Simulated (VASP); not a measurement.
# Pb (Fm-3m) in VASP: further runs, part 2 of 2

VASP 6.6.1. Earlier steps stand in the parts before.

## Step 5: Single point, SVWN5

This run uses another cell than the first one, of 31.54 Å³/atom, 1.020 times its volume.

INCAR

```
SYSTEM = Pb
ALGO = Fast
EDIFF = 1E-6
ENCUT = 520
GGA = VW
ISIF = 2
ISMEAR = -1
LASPH = .True.
LCHARG = .False.
LREAL = .False.
LWAVE = .False.
NBANDS = 13
NELM = 80
PREC = Accurate
SIGMA = 0.05
```

KPOINTS

```
k-points
0
Gamma
  9 9 9
  0 0 0
```

POSCAR

```
Pb
1.0
    0.0000000000      2.5075897876      2.5075897876
    2.5075897876      0.0000000000      2.5075897876
    2.5075897876      2.5075897876      0.0000000000
Pb
1
Direct
    0.0000000000      0.0000000000      0.0000000000
```

Potentials or basis: VASP PAW PBE potentials, release 64 (Pb_d).

The run is started by

```bash
$ cat potpaw_PBE.64/Pb_d/POTCAR > POTCAR
$ mpirun -np 1 vasp_std > vasp.out
```

OUTCAR:

```text
SYSTEM = Pb
   EDIFF = 1E-6
   ENCUT = 520
   GGA = VW
   ISIF = 2
   ISMEAR = -1
   LASPH = .True.
   LREAL = .False.
   NELM = 80
   PREC = Accurate

 ion  position               nearest neighbor table
   1  0.000  0.000  0.000-

  LATTYP: Found a face centered cubic cell.
 ALAT       =     5.0151795752

  Lattice vectors:

 A1 = (   0.0000000000,   2.5075897876,   2.5075897876)
 A2 = (   2.5075897876,   0.0000000000,   2.5075897876)
 A3 = (   2.5075897876,   2.5075897876,   0.0000000000)

Analysis of symmetry for initial positions (statically):
[... 5 lines left out ...]
 face centered cubic supercell.

 Subroutine GETGRP returns: Found 48 space group operations
 (whereof 48 operations were pure point group operations)
 out of a pool of 48 trial point group operations.

The static configuration has the point symmetry O_h .

Analysis of symmetry for dynamics (positions and initial velocities):
[... 5 lines left out ...]
 face centered cubic supercell.

 Subroutine GETGRP returns: Found 48 space group operations
 (whereof 48 operations were pure point group operations)
 out of a pool of 48 trial point group operations.

The dynamic configuration has the point symmetry O_h .

 Subroutine INISYM returns: Found 48 space group operations
 (whereof 48 operations are pure point group operations),
 and found     1 'primitive' translations

----------------------------------------------------------------------------------------

                                     Primitive cell

  volume of cell :      31.5355

  direct lattice vectors                    reciprocal lattice vectors
     0.000000000  2.507589788  2.507589788    -0.199394655  0.199394655  0.199394655
     2.507589788  0.000000000  2.507589788     0.199394655 -0.199394655  0.199394655
     2.507589788  2.507589788  0.000000000     0.199394655  0.199394655 -0.199394655

  length of vectors
     3.546267486  3.546267486  3.546267486     0.345361673  0.345361673  0.345361673

  position of ions in fractional coordinates (direct lattice)
     0.000000000  0.000000000  0.000000000

  ion indices of the primitive-cell ions
   primitive index   ion index
[... 95 lines left out ...]
  Fermi-wavevector in a.u.,A,eV,Ry     =   1.248871  2.360025 21.220728  1.559680
  Thomas-Fermi vector in A             =   2.382938
   LORBIT       =      0    0 simple, 1 ext, 2 COOP (PROOUT), +10 PAW based schemes
   GGA     = VW    functional components
   LHFCALC =     F    Hartree Fock is set to
   AEXX    =    0.0000 exact exchange contribution
   IVDW    =     0    specifies the selected vdW correction
   LEPSILON=     F    determine dielectric tensor
   LRPA    =     F    only Hartree local field effects (RPA)
 non-spin polarized calculation
 RMM-DIIS sequential band-by-band and
  energy-cutoff  :      520.00
  volume of cell :       31.54
 maximum number of plane-waves:       869
   NGX = 13   NGY = 13   NGZ = 13

 number of electron      14.0000002 magnetization

 Free energy of the ion-electron system (eV)
  ---------------------------------------------------
  ext. energy  EPLUGINS =         0.00000000
  ---------------------------------------------------
  free energy    TOTEN  =        -4.22712096 eV

  energy without entropy =       -4.22379888  energy(sigma->0) =       -4.22545992

 E-fermi :   6.3352     XC(G=0): -10.2598

 val. band max:        6.3211979696   @ k =   0.3333   0.3333   0.0000
 cond. band min:       6.3662365357   @ k =  -0.2222   0.3333   0.1111
 fundamental gap:      0.0450385662
 Fermi energy:         6.3352333314

 k-point     1 :       0.0000    0.0000    0.0000
  band No.  band energies     occupation
      1     -10.4463      2.00000
      2     -10.4463      2.00000
      3     -10.4463      2.00000
      4     -10.3193      2.00000
      5     -10.3193      2.00000
      6      -5.0700      2.00000
      7      13.4935      0.00000
      8      13.4935      0.00000
      9      13.4935      0.00000
     10      16.3308      0.00000
     11      17.3787      0.00000
     12      18.7319      0.00000
     13      18.7319      0.00000
[... 354 lines left out ...]
  band No.  band energies     occupation
      1     -10.5875      2.00000
      2     -10.5023      2.00000
      3     -10.2105      2.00000
      4     -10.1756      2.00000
      5     -10.1756      2.00000
      6      -0.7824      2.00000
      7       3.8455      2.00000
      8       8.5365      0.00000
      9       8.5365      0.00000
     10      11.9376      0.00000
     11      13.1533      0.00000
     12      24.5662      0.00000
     13      26.0174      0.00000

 [... further k-points ...]
[... 5 lines left out ...]
  --------------------------------------------------------------------------------------
  -------------------------------------------------------------------------------------
  Total       -0.7269495     -0.7269495     -0.7269495      0.0000000      0.0000000      0.0000000
  in kB      -36.9330653    -36.9330653    -36.9330653      0.0000000      0.0000000      0.0000000
  external PRESSURE =     -36.9330653 kB  Pullay stress =       0.0000000 kB

 VOLUME and BASIS-vectors are now :
 -----------------------------------------------------------------------------
  energy-cutoff  :      520.00
  volume of cell :       31.54
      direct lattice vectors                 reciprocal lattice vectors
     0.000000000  2.507589788  2.507589788    -0.199394655  0.199394655  0.199394655
     2.507589788  0.000000000  2.507589788     0.199394655 -0.199394655  0.199394655
     2.507589788  2.507589788  0.000000000     0.199394655  0.199394655 -0.199394655

 POSITION                                       TOTAL-FORCE (eV/Angst)
 -----------------------------------------------------------------------------------
      0.00000      0.00000      0.00000         0.000000      0.000000      0.000000
 -----------------------------------------------------------------------------------
    total drift:                               -0.000000     -0.000000     -0.000000

  FREE ENERGIE OF THE ION-ELECTRON SYSTEM (eV)
  ---------------------------------------------------
  free  energy   TOTEN  =        -4.2271209614 eV

  energy  without entropy=       -4.2237988820  energy(sigma->0) =       -4.22545992
```

OSZICAR:

```text
N       E                     dE             d eps       ncg     rms          rms(c)
DAV:   1     0.102999917386E+03    0.10300E+03   -0.71063E+03   928   0.123E+03
DAV:   2     0.641320101389E+00   -0.10236E+03   -0.99620E+02   935   0.306E+02
DAV:   3    -0.413446101769E+01   -0.47758E+01   -0.47600E+01  1138   0.707E+01
DAV:   4    -0.423909729256E+01   -0.10464E+00   -0.10461E+00  1147   0.115E+01
DAV:   5    -0.424341110646E+01   -0.43138E-02   -0.43137E-02  1266   0.215E+00    0.539E-01
RMM:   6    -0.423028534585E+01    0.13126E-01   -0.14096E-02  1083   0.171E+00    0.247E-01
RMM:   7    -0.422719933551E+01    0.30860E-02   -0.82286E-03  1101   0.980E-01    0.756E-02
RMM:   8    -0.422707256622E+01    0.12677E-03   -0.13659E-03  1349   0.569E-01    0.134E-02
RMM:   9    -0.422711454162E+01   -0.41975E-04   -0.43281E-04  1295   0.200E-01    0.139E-02
RMM:  10    -0.422711715726E+01   -0.26156E-05   -0.13160E-04  1185   0.209E-01    0.868E-03
RMM:  11    -0.422711945353E+01   -0.22963E-05   -0.61942E-05  1405   0.852E-02    0.182E-03
RMM:  12    -0.422712065739E+01   -0.12039E-05   -0.11886E-05  1044   0.371E-02    0.171E-03
RMM:  13    -0.422712096142E+01   -0.30403E-06   -0.21693E-06   708   0.185E-02
   1 F= -.42271210E+01 E0= -.42254599E+01  d E =-.332208E-02
```

It took 13 s on 1 thread of Intel Xeon Platinum 8488C (Sapphire Rapids), shared host; peak memory 0.14 GiB.

Results:

| Quantity | Value |
| --- | --- |
| Free energy | -4.2271 eV |
| Pressure | -3.7 GPa |
| Band gap on the k mesh | zero (band 7 reaches 13.49 eV, above the bottom of band 8 at 5.01 eV) |

Caveat: the PAW data sets were made with another functional, which shifts forces and pressure a little; spin-orbit coupling is left out, which moves the levels of the heavy elements.

## Step 6: Single point, PBE+D4

This run uses another cell than the first one, of 32.14 Å³/atom, 1.039 times its volume.

INCAR

```
ALGO = Normal
EDIFF = 1E-7
ENCUT = 520
GGA = PE
ISIF = 2
ISMEAR = -1
IVDW = 13
LASPH = True
LCHARG = False
LREAL = False
LWAVE = False
NBANDS = 13
NELM = 100
PREC = Accurate
SIGMA = 0.05
```

KPOINTS

```
k-points
0
Gamma
  9 9 9
```

POSCAR

```
Pb
1.0
    0.0000000000      2.5235621278      2.5235621278
    2.5235621278      0.0000000000      2.5235621278
    2.5235621278      2.5235621278      0.0000000000
Pb
1
Direct
    0.0000000000      0.0000000000      0.0000000000
```

Potentials or basis: VASP PAW PBE potentials, release 64 (Pb_d).

The run is started by

```bash
$ cat potpaw_PBE.64/Pb_d/POTCAR > POTCAR
$ mpirun -np 1 vasp_std > vasp.out
```

OUTCAR:

```text
EDIFF = 1E-7
   ENCUT = 520
   GGA = PE
   ISIF = 2
   ISMEAR = -1
   IVDW = 13
   LASPH = True
   LREAL = False
   NELM = 100
   PREC = Accurate

 ion  position               nearest neighbor table
   1  0.000  0.000  0.000-

  LATTYP: Found a face centered cubic cell.
 ALAT       =     5.0471242556

  Lattice vectors:

 A1 = (   0.0000000000,   2.5235621278,   2.5235621278)
 A2 = (   2.5235621278,   0.0000000000,   2.5235621278)
 A3 = (   2.5235621278,   2.5235621278,   0.0000000000)

Analysis of symmetry for initial positions (statically):
[... 5 lines left out ...]
 face centered cubic supercell.

 Subroutine GETGRP returns: Found 48 space group operations
 (whereof 48 operations were pure point group operations)
 out of a pool of 48 trial point group operations.

The static configuration has the point symmetry O_h .

Analysis of symmetry for dynamics (positions and initial velocities):
[... 5 lines left out ...]
 face centered cubic supercell.

 Subroutine GETGRP returns: Found 48 space group operations
 (whereof 48 operations were pure point group operations)
 out of a pool of 48 trial point group operations.

The dynamic configuration has the point symmetry O_h .

 Subroutine INISYM returns: Found 48 space group operations
 (whereof 48 operations are pure point group operations),
 and found     1 'primitive' translations

----------------------------------------------------------------------------------------

                                     Primitive cell

  volume of cell :      32.1419

  direct lattice vectors                    reciprocal lattice vectors
     0.000000000  2.523562128  2.523562128    -0.198132629  0.198132629  0.198132629
     2.523562128  0.000000000  2.523562128     0.198132629 -0.198132629  0.198132629
     2.523562128  2.523562128  0.000000000     0.198132629  0.198132629 -0.198132629

  length of vectors
     3.568855787  3.568855787  3.568855787     0.343175781  0.343175781  0.343175781

  position of ions in fractional coordinates (direct lattice)
     0.000000000  0.000000000  0.000000000

  ion indices of the primitive-cell ions
   primitive index   ion index
[... 99 lines left out ...]
   LHFCALC =     F    Hartree Fock is set to
   AEXX    =    0.0000 exact exchange contribution
   IVDW    =    13    specifies the selected vdW correction
   LEPSILON=     F    determine dielectric tensor
   LRPA    =     F    only Hartree local field effects (RPA)
 non-spin polarized calculation
  energy-cutoff  :      520.00
  volume of cell :       32.14
 maximum number of plane-waves:       893
   NGX = 13   NGY = 13   NGZ = 13

 number of electron      14.0000003 magnetization

 Free energy of the ion-electron system (eV)
  ---------------------------------------------------
  ext. energy  EPLUGINS =         0.00000000
  ---------------------------------------------------
  free energy    TOTEN  =        -3.58061325 eV

  energy without entropy =       -3.57729427  energy(sigma->0) =       -3.57895376

 E-fermi :   6.5210     XC(G=0):  -9.9094

 val. band max:        6.4997794210   @ k =   0.3333   0.3333   0.0000
 cond. band min:       6.5535807750   @ k =  -0.2222   0.3333   0.1111
 fundamental gap:      0.0538013540
 Fermi energy:         6.5210010202

 k-point     1 :       0.0000    0.0000    0.0000
  band No.  band energies     occupation
      1     -10.3926      2.00000
      2     -10.3926      2.00000
      3     -10.3926      2.00000
      4     -10.2758      2.00000
      5     -10.2758      2.00000
      6      -4.7277      2.00000
      7      13.6105      0.00000
      8      13.6105      0.00000
      9      13.6105      0.00000
     10      16.3667      0.00000
     11      17.2484      0.00000
     12      18.7111      0.00000
     13      18.7111      0.00000
[... 354 lines left out ...]
  band No.  band energies     occupation
      1     -10.5229      2.00000
      2     -10.4432      2.00000
      3     -10.1748      2.00000
      4     -10.1415      2.00000
      5     -10.1415      2.00000
      6      -0.5235      2.00000
      7       4.0745      2.00000
      8       8.7240      0.00000
      9       8.7240      0.00000
     10      11.9601      0.00000
     11      13.1647      0.00000
     12      24.5706      0.00000
     13      25.9343      0.00000

 [... further k-points ...]

------------------------ aborting loop because EDIFF is reached ----------------------------------------

  DFT-D4 for vdW energy calculation

  Edisp (eV):   -0.40750

  FORCE on cell =-STRESS in cart. coord.  units (eV):
  Direction    XX          YY          ZZ          XY          YZ          ZX
  --------------------------------------------------------------------------------------
  -------------------------------------------------------------------------------------
  Total      -0.46510    -0.46510    -0.46510     0.00000    -0.00000    -0.00000
  in kB     -23.18403   -23.18403   -23.18403     0.00000    -0.00000    -0.00000
  external pressure =      -23.18 kB  Pullay stress =        0.00 kB

 VOLUME and BASIS-vectors are now :
 -----------------------------------------------------------------------------
  energy-cutoff  :      520.00
  volume of cell :       32.14
      direct lattice vectors                 reciprocal lattice vectors
     0.000000000  2.523562128  2.523562128    -0.198132629  0.198132629  0.198132629
     2.523562128  0.000000000  2.523562128     0.198132629 -0.198132629  0.198132629
     2.523562128  2.523562128  0.000000000     0.198132629  0.198132629 -0.198132629

 POSITION                                       TOTAL-FORCE (eV/Angst)
 -----------------------------------------------------------------------------------
      0.00000      0.00000      0.00000         0.000000      0.000000     -0.000000
 -----------------------------------------------------------------------------------
    total drift:                               -0.000000     -0.000000     -0.000000

  FREE ENERGIE OF THE ION-ELECTRON SYSTEM (eV)
  ---------------------------------------------------
  free  energy   TOTEN  =        -3.9881177616 eV

  energy  without entropy=       -3.9847987845  energy(sigma->0) =       -3.98645827
```

stdout:

```text
POSCAR found type information on POSCAR Pb
 POSCAR found :  1 types and       1 ions
 scaLAPACK will be used
 LDA part: xc-table for (Slater+PW92), standard interpolation
 POSCAR, INCAR and KPOINTS ok, starting setup
 FFT: planning ... GRIDC
 FFT: planning ... GRID_SOFT
 FFT: planning ... GRID
 WAVECAR not read
 entering main loop
```

It took 14 s on 1 thread of Intel Xeon Platinum 8488C (Sapphire Rapids), shared host; peak memory 0.15 GiB.

Results:

| Property | Result |
| --- | --- |
| Free energy | -3.9881 eV |
| Pressure | -2.3 GPa |
| Band gap on the k mesh | zero (band 7 reaches 13.61 eV, above the bottom of band 8 at 5.22 eV) |
| Dispersion energy per atom | -0.407 eV |

Caveat: spin-orbit coupling is left out, which moves the levels of the heavy elements; pairwise dispersion overbinds metals, which lowers pressure and volume.

## Step 7: The runs side by side

```tsv
level	cell	gap on the mesh (eV)	pressure (GPa)
BLYP+D4	a = 3.523 Å, angles 60.0°, 1 atom	none	1.0
BLYP+D4	a = 3.546 Å, angles 60.0°, 1 atom	none	0.1
SVWN5	a = 3.523 Å, angles 60.0°, 1 atom	none	-3.1
SVWN5	a = 3.546 Å, angles 60.0°, 1 atom	none	-3.7
PBE+D4	a = 3.569 Å, angles 60.0°, 1 atom	none	-2.3
```

Alike in all rows: task single point; potentials or basis VASP PAW PBE potentials, release 64 (Pb_d); no spin polarisation; k mesh 9 × 9 × 9; cutoff (eV) 520; smearing fermi-dirac 0.05 eV.

Caveats: spin-orbit coupling is left out, which moves the levels of the heavy elements; the PAW data sets were made with another functional, which shifts forces and pressure a little (some runs); pairwise dispersion overbinds metals, which lowers pressure and volume (some runs).

Total energies depend on the potentials used, so only differences within one code and one set of settings carry meaning.
